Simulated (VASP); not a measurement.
Si2NF2, 5 atoms in the cell. Symmetry: P-3m1, No. 164, trigonal system. Conventional cell: a = 3.202 Å, b = 3.202 Å, c = 7.809 Å, α = 90.00°, β = 90.00°, γ = 120.00°. Si (site symmetry 3m) has 3 F at 2.15 Å and 3 N at 2.21 Å within 2.8 Å. Within 2.9 Å of N (site symmetry -3m) lie 6 Si at 2.21 Å. F (site symmetry 3m) has 3 Si at 2.15 Å within 2.8 Å. 

```yaml
Program: VASP 6.6.1
Task: single point
Functional: PBE
Potentials_or_basis: VASP PAW PBE potentials, release 64 (Si, N, F)
Cutoff: 520 eV
k_mesh: 6 × 6 × 2
Occupations: gaussian, width 0.1 eV
Spin: no spin polarisation
Dipole_correction: no
Further_INCAR_settings: ALGO = Normal; EDIFF = 1e-07; NBANDS = 22
```

Potentials or basis: VASP PAW PBE potentials, release 64 (Si, N, F).

Run with:

```sh
$ cat potpaw_PBE.64/Si/POTCAR potpaw_PBE.64/N/POTCAR potpaw_PBE.64/F/POTCAR > POTCAR
$ mpirun -np 1 vasp_std > vasp.out
```

Hardware: 1 thread of Intel(R) Xeon(R) Platinum 8375C CPU @ 2.90GHz (Ice Lake), with other jobs on the host.

**Question.** Estimate the wall time of this run.

**Answer.** Run time: 30 s on 1 thread of Intel(R) Xeon(R) Platinum 8375C CPU @ 2.90GHz (Ice Lake) (shared host), peak memory 0.18 GiB. Counts: scf iterations 15, k points 14.
